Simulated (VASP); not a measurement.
# Bi (I4/mcm) in VASP: settings compared, part 2 of 2

VASP 6.6.1. Earlier steps stand in the parts before.

## (6) Single point, r2SCAN

This run uses another cell than the first one, of 39.26 Å³/atom.

POSCAR

```
Bi
1.0
   -4.3896088981      4.3896088981      2.0377146318
    4.3896088981     -4.3896088981      2.0377146318
    4.3896088981      4.3896088981     -2.0377146318
Bi
4
Direct
    0.1456555000      0.3543445000      0.5000000000
    0.8543445000      0.6456555000      0.5000000000
    0.6456555000      0.1456555000      0.7913110000
    0.3543445000      0.8543445000      0.2086890000
```

INCAR.step1

```
SYSTEM = Bi
PREC = Accurate
ENCUT = 520
ISMEAR = -1
SIGMA = 0.05
LREAL = .FALSE.
LASPH = .TRUE.
NELM = 80
NBANDS = 38
GGA = PE
ALGO = Normal
EDIFF = 1E-4
LWAVE = .TRUE.
LCHARG = .FALSE.
```

INCAR.step2

```
SYSTEM = Bi
PREC = Accurate
ENCUT = 520
EDIFF = 1E-6
ISMEAR = -1
SIGMA = 0.05
LREAL = .FALSE.
LASPH = .TRUE.
NELM = 80
ALGO = Normal
ISIF = 2
LWAVE = .FALSE.
LCHARG = .FALSE.
METAGGA = R2SCAN
LMIXTAU = .TRUE.
NBANDS = 38
ISTART = 1
```

KPOINTS

```
regular mesh
0
G
  7 7 7
  0 0 0
```

Potentials or basis: VASP PAW PBE potentials, release 64 (Bi_d).

Run with:

```sh
$ cat potpaw_PBE.64/Bi_d/POTCAR > POTCAR
$ cp INCAR.step1 INCAR
$ mpirun -np 1 vasp_std > vasp.out
$ cp INCAR.step2 INCAR
$ mpirun -np 1 vasp_std > vasp.out
```

OUTCAR:

```text
SYSTEM = Bi
   PREC = Accurate
   ENCUT = 520
   EDIFF = 1E-6
   ISMEAR = -1
   LREAL = .FALSE.
   LASPH = .TRUE.
   NELM = 80
   ISIF = 2
   METAGGA = R2SCAN
   ISTART = 1

 ion  position               nearest neighbor table
   1  0.146  0.354  0.500-   3 3.27   4 3.27   3 3.27   4 3.27   2 3.30   2 3.30   2 3.62
   2  0.854  0.646  0.500-   3 3.27   4 3.27   3 3.27   4 3.27   1 3.30   1 3.30   1 3.62
   3  0.646  0.146  0.791-   1 3.27   2 3.27   1 3.27   2 3.27   4 3.30   4 3.30   4 3.62
   4  0.354  0.854  0.209-   1 3.27   2 3.27   1 3.27   2 3.27   3 3.30   3 3.30   3 3.62

  LATTYP: Found a body centered tetragonal cell.
 ALAT       =     8.7792177962
 C/A-ratio  =     0.4642132543

  Lattice vectors:

 A1 = (  -4.3896088981,   4.3896088981,   2.0377146318)
 A2 = (   4.3896088981,  -4.3896088981,   2.0377146318)
 A3 = (   4.3896088981,   4.3896088981,  -2.0377146318)

Analysis of symmetry for initial positions (statically):
=====================================================================
 Subroutine PRICEL returns:
 Original cell was already a primitive cell.

 Routine SETGRP: Setting up the symmetry group for a
 body centered tetragonal supercell.

 Subroutine GETGRP returns: Found 16 space group operations
 (whereof  8 operations were pure point group operations)
 out of a pool of 16 trial point group operations.

The static configuration has the point symmetry C_4h.
 The point group associated with its full space group is D_4h.

Analysis of symmetry for dynamics (positions and initial velocities):
=====================================================================
 Subroutine PRICEL returns:
 Original cell was already a primitive cell.

 Routine SETGRP: Setting up the symmetry group for a
 body centered tetragonal supercell.
[... 124 lines left out ...]
   EFERMI =   0.00;   METHOD = LEGACY
   ISMEAR =    -1;   SIGMA  =   0.05  broadening in eV -4-tet -1-fermi 0-gaus
   EFERMI_NEDOS =   21; number of points for ismear=-14 and -15
   IALGO  =     38    algorithm
   IMIX   =      4    mixing-type and parameters
     AMIX     =   0.40;   BMIX     =  1.00
     AMIX_MAG =   1.60;   BMIX_MAG =  1.00
  volume/ion in A,a.u.               =      39.26       264.97
  Fermi-wavevector in a.u.,A,eV,Ry     =   1.187883  2.244773 19.198711  1.411065
  Thomas-Fermi vector in A             =   2.324024
   LORBIT       =      0    0 simple, 1 ext, 2 COOP (PROOUT), +10 PAW based schemes
   METAGGA = R2SCAN    functional components
   LHFCALC =     F    Hartree Fock is set to
   AEXX    =    0.0000 exact exchange contribution
   IVDW    =     0    specifies the selected vdW correction
   LEPSILON=     F    determine dielectric tensor
   LRPA    =     F    only Hartree local field effects (RPA)
 non-spin polarized calculation
  energy-cutoff  :      520.00
  volume of cell :      157.06
 maximum number of plane-waves:      4260
 NGX is ok and might be reduce to    50
   NGX = 25   NGY = 25   NGZ = 25

 number of electron      59.9999997 magnetization

 Free energy of the ion-electron system (eV)
  ---------------------------------------------------
  ext. energy  EPLUGINS =         0.00000000
  ---------------------------------------------------
  free energy    TOTEN  =      -232.88565064 eV

  energy without entropy =     -232.85661773  energy(sigma->0) =     -232.87113419

 E-fermi :   5.2905     XC(G=0):  -9.4713

 val. band max:        5.2796028453   @ k =  -0.2857  -0.2857   0.1429
 cond. band min:       5.3124918830   @ k =  -0.2857  -0.2857   0.2857
 fundamental gap:      0.0328890377
 Fermi energy:         5.2905468273

 k-point     1 :       0.0000    0.0000    0.0000
  band No.  band energies     occupation
      1     -18.4173      2.00000
      2     -18.4173      2.00000
      3     -18.3860      2.00000
      4     -18.3624      2.00000
      5     -18.3624      2.00000
      6     -18.3573      2.00000
[... 973 lines left out ...]
     37      10.0465      0.00000
     38      10.6546      0.00000

 [... further k-points ...]

------------------------ aborting loop because EDIFF is reached ----------------------------------------

  FORCE on cell =-STRESS in cart. coord.  units (eV):
  Direction    XX          YY          ZZ          XY          YZ          ZX
  --------------------------------------------------------------------------------------
  -------------------------------------------------------------------------------------
  Total        0.7090583      0.7090583      1.3832369      0.0000000      0.0000000      0.0000000
  in kB        7.2333170      7.2333170     14.1108159      0.0000000      0.0000000      0.0000000
  external PRESSURE =       9.5258167 kB  Pullay stress =       0.0000000 kB

 VOLUME and BASIS-vectors are now :
 -----------------------------------------------------------------------------
  energy-cutoff  :      520.00
  volume of cell :      157.06
      direct lattice vectors                 reciprocal lattice vectors
    -4.389608898  4.389608898  2.037714632     0.000000000  0.113905364  0.245372925
     4.389608898 -4.389608898  2.037714632     0.113905364  0.000000000  0.245372925
     4.389608898  4.389608898 -2.037714632     0.113905364  0.113905364  0.000000000

 POSITION                                       TOTAL-FORCE (eV/Angst)
 -----------------------------------------------------------------------------------
      3.11087      1.27874      0.00000        -0.069348      0.069348      0.000000
      1.27874      3.11087      2.03771         0.069348     -0.069348     -0.000000
      1.27874      5.66835     -0.00000         0.069348      0.069348     -0.000000
      3.11087     -1.27874      2.03771        -0.069348     -0.069348      0.000000
 -----------------------------------------------------------------------------------
    total drift:                               -0.000000      0.000000     -0.000000

  FREE ENERGIE OF THE ION-ELECTRON SYSTEM (eV)
  ---------------------------------------------------
  free  energy   TOTEN  =      -232.8856506448 eV

  energy  without entropy=     -232.8566177311  energy(sigma->0) =     -232.87113419
```

OUTCAR.step1:

```text
SYSTEM = Bi
   PREC = Accurate
   ENCUT = 520
   ISMEAR = -1
   LREAL = .FALSE.
   LASPH = .TRUE.
   NELM = 80
[... 1214 lines left out ...]
      1.27874      3.11087      2.03771         0.077765     -0.077765      0.000000
      1.27874      5.66835     -0.00000         0.077765      0.077765      0.000000
      3.11087     -1.27874      2.03771        -0.077765     -0.077765     -0.000000
 -----------------------------------------------------------------------------------
    total drift:                               -0.000000      0.000000     -0.000000

  FREE ENERGIE OF THE ION-ELECTRON SYSTEM (eV)
  ---------------------------------------------------
  free  energy   TOTEN  =       -14.7072793467 eV

  energy  without entropy=      -14.6788589516  energy(sigma->0) =      -14.69306915
```

OSZICAR.step1:

```text
N       E                     dE             d eps       ncg     rms          rms(c)
DAV:   1     0.711713172965E+03    0.71171E+03   -0.31483E+04  3054   0.184E+03
DAV:   2     0.644880177924E+02   -0.64723E+03   -0.63556E+03  3046   0.522E+02
DAV:   3    -0.110457118814E+02   -0.75534E+02   -0.74107E+02  3640   0.198E+02
DAV:   4    -0.145544056704E+02   -0.35087E+01   -0.34942E+01  3376   0.454E+01
DAV:   5    -0.147396969322E+02   -0.18529E+00   -0.18527E+00  4052   0.929E+00    0.114E+00
DAV:   6    -0.147115878643E+02    0.28109E-01   -0.87242E-02  3878   0.195E+00    0.677E-01
DAV:   7    -0.147054751611E+02    0.61127E-02   -0.52012E-02  3328   0.154E+00    0.215E-01
DAV:   8    -0.147068191231E+02   -0.13440E-02   -0.94358E-03  3356   0.666E-01    0.510E-02
DAV:   9    -0.147070151103E+02   -0.19599E-03   -0.13570E-03  2788   0.198E-01    0.381E-02
DAV:  10    -0.147072388085E+02   -0.22370E-03   -0.43696E-04  2548   0.169E-01    0.937E-03
DAV:  11    -0.147072793467E+02   -0.40538E-04   -0.78483E-05  2358   0.572E-02
   1 F= -.14707279E+02 E0= -.14693069E+02  d E =-.284204E-01
```

It took 21 min on 1 thread of Oxide Virtual Turin-like, shared host; peak memory 0.42 GiB.

Results:

* Free energy: -232.8857 eV
* Pressure: 1.0 GPa
* Largest force: 0.098 eV/Å
* Band gap on the k mesh: zero (bands 30 and 31 overlap by 1.71 eV)

Forces on the atoms (eV/Å):
```
Bi  -0.069  0.069  0.000
Bi   0.069 -0.069  0.000
Bi   0.069  0.069  0.000
Bi  -0.069 -0.069  0.000
```

Caveat: the PAW data sets were made with another functional, which shifts forces and pressure a little; spin-orbit coupling is left out, which moves the levels of the heavy elements.

## (7) Summary

```csv
level,potentials or basis,cell,gap on the mesh (eV),pressure (GPa),largest force (eV/Å)
PBEsol,"VASP PAW PBE potentials, release 64 (Bi_d)","a = 6.623 Å, angles 95.6, 95.6, 143.7°, 4 atoms",none,-1.9,0.12
LDA,"VASP PAW LDA potentials, release 64 (Bi_d)","a = 6.623 Å, angles 95.6, 95.6, 143.7°, 4 atoms",none,-2.7,0.15
r2SCAN,"VASP PAW PBE potentials, release 64 (Bi_d)","a = 6.753 Å, angles 95.6, 95.6, 143.7°, 4 atoms",none,-2.6,0.21
r2SCAN,"VASP PAW PBE potentials, release 64 (Bi_d)","a = 6.488 Å, angles 95.6, 95.6, 143.7°, 4 atoms",none,2.0,0.18
r2SCAN,"VASP PAW PBE potentials, release 64 (Bi_d)","a = 6.534 Å, angles 95.6, 95.6, 143.7°, 4 atoms",none,1.0,0.10
```

Alike in all rows: task single point; no spin polarisation; k mesh 7 × 7 × 7; cutoff (eV) 520; smearing fermi-dirac 0.05 eV.

Caveats: spin-orbit coupling is left out, which moves the levels of the heavy elements; the PAW data sets were made with another functional, which shifts forces and pressure a little (at least some runs).

Absolute energies hang on the potentials; compare differences alone.

The gap in the log of VASP goes by the Fermi energy; the results here count the filled bands.